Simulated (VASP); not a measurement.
# Ta2Si (I4/mcm) in VASP: single point with LDA

Aim: the single point of Ta2Si with LDA.

Program: VASP 6.6.1. These are calculated values, not measurements. Logs are shortened: lines on timing, memory, paths and dates and some standing lists are left out, and cuts for length are marked.

### 1 The cell of the first run

Symmetry: I4/mcm, No. 140, tetragonal system. The conventional cell has a = 6.093 Å, b = 6.093 Å, c = 5.009 Å, α = 90.00°, β = 90.00°, γ = 90.00°. Within 3.4 Å of Ta (site symmetry m2m) lie 4 Si at 2.60 Å and 11 Ta at 2.81 to 3.23 Å. Within 3.3 Å of Si (site symmetry 422) lie 2 Si at 2.50 Å and 8 Ta at 2.60 Å.

### 2 Single point, LDA

INCAR reads:

```
ALGO = Fast
EDIFF = 1E-6
ENCUT = 520
GGA = CA
ISIF = 2
ISMEAR = 0
LASPH = T
LCHARG = T
LELF = T
LREAL = F
LVHAR = T
LWAVE = F
NBANDS = 35
NELM = 100
PREC = Accurate
SIGMA = 0.1
```

KPOINTS reads:

```
k-points
0
Gamma
  10 10 10
```

POSCAR reads:

```
Ta2Si
1.0
   -3.0462865953      3.0462865953      2.5047182288
    3.0462865953     -3.0462865953      2.5047182288
    3.0462865953      3.0462865953     -2.5047182288
Ta Si
4 2
Direct
    0.6629470007      0.8370529993      0.5000000000
    0.8370529993      0.3370529993      0.1741059986
    0.3370529993      0.1629470007      0.5000000000
    0.1629470007      0.6629470007      0.8258940014
    0.2500000000      0.2500000000      0.0000000000
    0.7500000000      0.7500000000      0.0000000000
```

Potentials or basis: VASP PAW LDA potentials, release 64 (Ta_pv, Si).

Run with:

```bash
$ cat potpaw_LDA.64/Ta_pv/POTCAR potpaw_LDA.64/Si/POTCAR > POTCAR
$ mpirun -np 1 vasp_std > vasp.out
```

OUTCAR:

```text
EDIFF = 1E-6
   ENCUT = 520
   GGA = CA
   ISIF = 2
   ISMEAR = 0
   LASPH = T
   LREAL = F
   NELM = 100
   PREC = Accurate

 ion  position               nearest neighbor table
   1  0.663  0.837  0.500-   5 2.60   6 2.60   6 2.60   5 2.60   3 2.81   3 2.92   3 2.92   2 3.20
                             4 3.20   4 3.20   2 3.20   4 3.23   2 3.23   4 3.23   2 3.23
   2  0.837  0.337  0.174-   5 2.60   6 2.60   6 2.60   5 2.60   4 2.81   4 2.92   4 2.92   1 3.20
                             3 3.20   3 3.20   1 3.20   3 3.23   1 3.23   3 3.23   1 3.23
   3  0.337  0.163  0.500-   6 2.60   5 2.60   5 2.60   6 2.60   1 2.81   1 2.92   1 2.92   4 3.20
                             4 3.20   2 3.20   2 3.20   4 3.23   2 3.23   2 3.23   4 3.23
   4  0.163  0.663  0.826-   6 2.60   5 2.60   5 2.60   6 2.60   2 2.81   2 2.92   2 2.92   3 3.20
                             1 3.20   1 3.20   3 3.20   3 3.23   1 3.23   1 3.23   3 3.23
   5  0.250  0.250  0.000-   6 2.50   6 2.50   2 2.60   3 2.60   4 2.60   2 2.60   3 2.60   4 2.60
                             1 2.60   1 2.60
   6  0.750  0.750  0.000-   5 2.50   5 2.50   1 2.60   2 2.60   4 2.60   3 2.60   1 2.60   3 2.60
                             4 2.60   2 2.60

  LATTYP: Found a body centered tetragonal cell.
 ALAT       =     6.0925731906
 C/A-ratio  =     0.8222201525

  Lattice vectors:

 A1 = (  -3.0462865953,   3.0462865953,   2.5047182288)
 A2 = (   3.0462865953,  -3.0462865953,   2.5047182288)
 A3 = (   3.0462865953,   3.0462865953,  -2.5047182288)

Analysis of symmetry for initial positions (statically):
=====================================================================
 Subroutine PRICEL returns:
 Original cell was already a primitive cell.

 Routine SETGRP: Setting up the symmetry group for a
 body centered tetragonal supercell.

 Subroutine GETGRP returns: Found 16 space group operations
 (whereof  8 operations were pure point group operations)
 out of a pool of 16 trial point group operations.

The static configuration has the point symmetry C_4h.
 The point group associated with its full space group is D_4h.

Analysis of symmetry for dynamics (positions and initial velocities):
=====================================================================
 Subroutine PRICEL returns:
 Original cell was already a primitive cell.

 Routine SETGRP: Setting up the symmetry group for a
 body centered tetragonal supercell.

 Subroutine GETGRP returns: Found 16 space group operations
 (whereof  8 operations were pure point group operations)
 out of a pool of 16 trial point group operations.

The dynamic configuration has the point symmetry C_4h.
 The point group associated with its full space group is D_4h.

 Subroutine INISYM returns: Found 16 space group operations
 (whereof  8 operations are pure point group operations),
 and found     1 'primitive' translations

----------------------------------------------------------------------------------------

                                     Primitive cell

  volume of cell :      92.9738

  direct lattice vectors                    reciprocal lattice vectors
    -3.046286595  3.046286595  2.504718229     0.000000000  0.164134261  0.199623253
     3.046286595 -3.046286595  2.504718229     0.164134261  0.000000000  0.199623253
     3.046286595  3.046286595 -2.504718229     0.164134261  0.164134261  0.000000000

  length of vectors
     4.983305875  4.983305875  4.983305875     0.258436644  0.258436644  0.232120898

  position of ions in fractional coordinates (direct lattice)
     0.662947001  0.837052999  0.500000000
     0.837052999  0.337052999  0.174105999
     0.337052999  0.162947001  0.500000000
     0.162947001  0.662947001  0.825894001
     0.250000000  0.250000000  0.000000000
     0.750000000  0.750000000  0.000000000

  ion indices of the primitive-cell ions
   primitive index   ion index
                 1           1
                 2           2
                 3           3
                 4           4
                 5           5
                 6           6

----------------------------------------------------------------------------------------

 KPOINTS: k-points

Automatic generation of k-mesh.
 Grid dimensions read from file:
 generate k-points for:   10   10   10

 Generating k-lattice:

  Cartesian coordinates                     Fractional coordinates (reciprocal lattice)
     0.000000000  0.016413426  0.019962325     0.100000000  0.000000000  0.000000000
     0.016413426  0.000000000  0.019962325     0.000000000  0.100000000  0.000000000
     0.016413426  0.016413426  0.000000000     0.000000000  0.000000000  0.100000000

  Length of vectors
     0.025843664  0.025843664  0.023212090

  Shift w.r.t. Gamma in fractional coordinates (k-lattice)
     0.000000000  0.000000000  0.000000000

 Subroutine IBZKPT returns following result:
 ===========================================

 Found    102 irreducible k-points:

 Following reciprocal coordinates:
            Coordinates               Weight
  0.000000  0.000000  0.000000      1.000000
  0.100000  0.000000 -0.000000      8.000000
  0.200000  0.000000 -0.000000      8.000000
  0.300000  0.000000 -0.000000      8.000000
  0.400000  0.000000 -0.000000      8.000000
  0.500000  0.000000 -0.000000      4.000000
[... 16 lines left out ...]
  0.300000  0.300000 -0.000000      8.000000
  0.400000  0.300000 -0.000000     16.000000
 [... further k-points ...]
   k-points           NKPTS =    102   k-points in BZ     NKDIM =    102   number of bands    NBANDS=     35
   number of dos      NEDOS =    301   number of ions     NIONS =      6
   total plane-waves  NPLWV =  64000
   dimension x,y,z NGX =    40 NGY =   40 NGZ =   40
   dimension x,y,z NGXF=    80 NGYF=   80 NGZF=   80
   ions per type =               4   2
   NGX,Y,Z   is equivalent  to a cutoff of  13.34, 13.34, 13.34 a.u.
   NGXF,Y,Z  is equivalent  to a cutoff of  26.69, 26.69, 26.69 a.u.
 SYSTEM =  unknown system
   PREC   = accura    normal or accurate (medium, high low for compatibility)
   ISTART =      0    job   : 0-new  1-cont  2-samecut
   ICHARG =      2    charge: 1-file 2-atom 10-const
   ISPIN  =      1    spin polarized calculation?
   LNONCOLLINEAR =      F non collinear calculations
   LSORBIT =      F    spin-orbit coupling
   LASPH  =      T    aspherical Exc in radial PAW
   ENCUT  =  520.0 eV  38.22 Ry    6.18 a.u.   9.27  9.27  9.27*2*pi/ulx,y,z
   NELM   =    100;   NELMIN=  2; NELMDL= -5     # of ELM steps
   EDIFF  = 0.1E-05   stopping-criterion for ELM
   LREAL  =      F    real-space projection
   EDIFFG = 0.1E-04   stopping-criterion for IOM
   NSW    =      0    number of steps for IOM
   IBRION =     -1    ionic relax: 0-MD 1-quasi-New 2-CG
   NFREE  =      0    steps in history (QN), initial steepest desc. (CG)
   ISIF   =      2    stress and relaxation
   ISYM   =      2    0-nonsym 1-usesym 2-fastsym
   POTIM  = 0.5000    time-step for ionic-motion
   TEBEG  =    0.0;   TEEND  =   0.0 temperature during run
   PSTRESS=    0.0 pullay stress
   NELECT =      52.0000    total number of electrons
   NUPDOWN=      -1.0000    fix difference up-down
   EMIN   =  10.00;   EMAX   =-10.00  energy-range for DOS
   EFERMI =   0.00;   METHOD = LEGACY
   ISMEAR =     0;   SIGMA  =   0.10  broadening in eV -4-tet -1-fermi 0-gaus
   EFERMI_NEDOS =   21; number of points for ismear=-14 and -15
   IALGO  =     68    algorithm
   IMIX   =      4    mixing-type and parameters
     AMIX     =   0.40;   BMIX     =  1.00
     AMIX_MAG =   1.60;   BMIX_MAG =  1.00
  volume/ion in A,a.u.               =      15.50       104.57
  Fermi-wavevector in a.u.,A,eV,Ry     =   1.348826  2.548911 24.753496  1.819331
  Thomas-Fermi vector in A             =   2.476463
   LORBIT       =      0    0 simple, 1 ext, 2 COOP (PROOUT), +10 PAW based schemes
   GGA     = CA    functional components
   LHFCALC =     F    Hartree Fock is set to
   AEXX    =    0.0000 exact exchange contribution
   IVDW    =     0    specifies the selected vdW correction
   LEPSILON=     F    determine dielectric tensor
   LRPA    =     F    only Hartree local field effects (RPA)
 non-spin polarized calculation
 RMM-DIIS sequential band-by-band and
 Gauss-broadening in eV      SIGMA  =   0.10
  energy-cutoff  :      520.00
  volume of cell :       92.97
 maximum number of plane-waves:      2533
 NGX is ok and might be reduce to    40
   NGX = 19   NGY = 19   NGZ = 19

 number of electron      52.0000001 magnetization

 Free energy of the ion-electron system (eV)
  ---------------------------------------------------
  ext. energy  EPLUGINS =         0.00000000
  ---------------------------------------------------
  free energy    TOTEN  =       -66.74169036 eV

  energy without entropy =      -66.72482980  energy(sigma->0) =      -66.73326008

 E-fermi :   7.8065     XC(G=0): -12.7581

 val. band max:        7.8010879943   @ k =  -0.4000   0.4000   0.1000
 cond. band min:       7.8090396646   @ k =  -0.2000   0.3000   0.1000
 fundamental gap:      0.0079516704
 Fermi energy:         7.8065185700

 k-point     1 :       0.0000    0.0000    0.0000
  band No.  band energies     occupation
      1     -26.5238      2.00000
      2     -26.5055      2.00000
      3     -26.5055      2.00000
      4     -26.4470      2.00000
      5     -26.4470      2.00000
      6     -26.4255      2.00000
[... 27 lines left out ...]
     34      12.2477      0.00000
     35      13.5737      0.00000

 k-point     2 :       0.1000    0.0000   -0.0000
  band No.  band energies     occupation
      1     -26.5502      2.00000
      2     -26.5360      2.00000
      3     -26.5130      2.00000
      4     -26.4194      2.00000
      5     -26.4160      2.00000
      6     -26.4099      2.00000
[... 27 lines left out ...]
     34      11.9869      0.00000
     35      13.4266      0.00000

 k-point     3 :       0.2000    0.0000   -0.0000
  band No.  band energies     occupation
      1     -26.5870      2.00000
      2     -26.5789      2.00000
      3     -26.5271      2.00000
      4     -26.4021      2.00000
      5     -26.3861      2.00000
      6     -26.3640      2.00000
[... 27 lines left out ...]
     34      12.3090      0.00000
     35      12.7160      0.00000

 k-point     4 :       0.3000    0.0000   -0.0000
  band No.  band energies     occupation
      1     -26.6177      2.00000
      2     -26.6135      2.00000
      3     -26.5177      2.00000
      4     -26.4016      2.00000
      5     -26.3813      2.00000
      6     -26.3123      2.00000
[... 27 lines left out ...]
     34      11.9779      0.00000
     35      12.4724      0.00000

 k-point     5 :       0.4000    0.0000   -0.0000
  band No.  band energies     occupation
      1     -26.6372      2.00000
      2     -26.6354      2.00000
      3     -26.4769      2.00000
      4     -26.3967      2.00000
      5     -26.3912      2.00000
      6     -26.2866      2.00000
[... 638 lines left out ...]
 k-point    22 :      -0.2000    0.2000    0.0000
  band No.  band energies     occupation
      1     -26.5591      2.00000
      2     -26.5036      2.00000
      3     -26.4893      2.00000
      4     -26.4823      2.00000
      5     -26.4480      2.00000
      6     -26.3693      2.00000
[... 27 lines left out ...]
     34      12.6841      0.00000
     35      12.9068      0.00000

 k-point    23 :       0.3000    0.3000   -0.0000
  band No.  band energies     occupation
      1     -26.6491      2.00000
      2     -26.5431      2.00000
      3     -26.5130      2.00000
      4     -26.4250      2.00000
      5     -26.4220      2.00000
      6     -26.3071      2.00000
[... 27 lines left out ...]
     34      11.4803      0.00000
     35      12.5382      0.00000

 k-point    24 :       0.4000    0.3000   -0.0000
  band No.  band energies     occupation
      1     -26.6288      2.00000
      2     -26.5392      2.00000
      3     -26.5203      2.00000
      4     -26.4376      2.00000
      5     -26.3974      2.00000
      6     -26.3167      2.00000
[... 27 lines left out ...]
     34      11.7034      0.00000
     35      12.3047      0.00000

 [... further k-points ...]

------------------------ aborting loop because EDIFF is reached ----------------------------------------

  FORCE on cell =-STRESS in cart. coord.  units (eV):
  Direction    XX          YY          ZZ          XY          YZ          ZX
  --------------------------------------------------------------------------------------
  -------------------------------------------------------------------------------------
  Total        0.5249278      0.5249278      0.4999739      0.0000000      0.0000000      0.0000000
  in kB        9.0458575      9.0458575      8.6158385      0.0000000      0.0000000      0.0000000
  external PRESSURE =       8.9025178 kB  Pullay stress =       0.0000000 kB

 VOLUME and BASIS-vectors are now :
 -----------------------------------------------------------------------------
  energy-cutoff  :      520.00
  volume of cell :       92.97
      direct lattice vectors                 reciprocal lattice vectors
    -3.046286595  3.046286595  2.504718229     0.000000000  0.164134261  0.199623253
     3.046286595 -3.046286595  2.504718229     0.164134261  0.000000000  0.199623253
     3.046286595  3.046286595 -2.504718229     0.164134261  0.164134261  0.000000000

 POSITION                                       TOTAL-FORCE (eV/Angst)
 -----------------------------------------------------------------------------------
      2.05352      0.99277      2.50472         0.004358     -0.004358      0.000000
     -0.99277      2.05352      2.50472         0.004358      0.004358      0.000000
      0.99277      2.05352      0.00000        -0.004358      0.004358      0.000000
      4.03905      0.99277      0.00000        -0.004358     -0.004358     -0.000000
      0.00000      0.00000      1.25236         0.000000     -0.000000      0.000000
      0.00000      0.00000      3.75708         0.000000     -0.000000      0.000000
 -----------------------------------------------------------------------------------
    total drift:                                0.000000     -0.000000     -0.000000

  FREE ENERGIE OF THE ION-ELECTRON SYSTEM (eV)
  ---------------------------------------------------
  free  energy   TOTEN  =       -66.7416903623 eV

  energy  without entropy=      -66.7248298018  energy(sigma->0) =      -66.73326008
```

It took 6.9 min on 1 thread of Intel Xeon Platinum 8259CL at 2.50GHz (Skylake/Cascade Lake), shared host; peak memory 0.38 GiB.

Results:

```yaml
Free_energy: -66.7417 eV
Pressure: 0.9 GPa
Largest_force: 0.006 eV/Å
Band_gap_on_the_k_mesh: zero (bands 26 and 27 overlap by 0.76 eV)
```

Forces in eV/Å, atoms in the order of the input:
```
Ta   0.004 -0.004  0.000
Ta   0.004  0.004  0.000
Ta  -0.004  0.004  0.000
Ta  -0.004 -0.004  0.000
Si   0.000  0.000  0.000
Si   0.000  0.000  0.000
```

Caveat: spin-orbit coupling is left out, which moves the levels of the heavy elements.
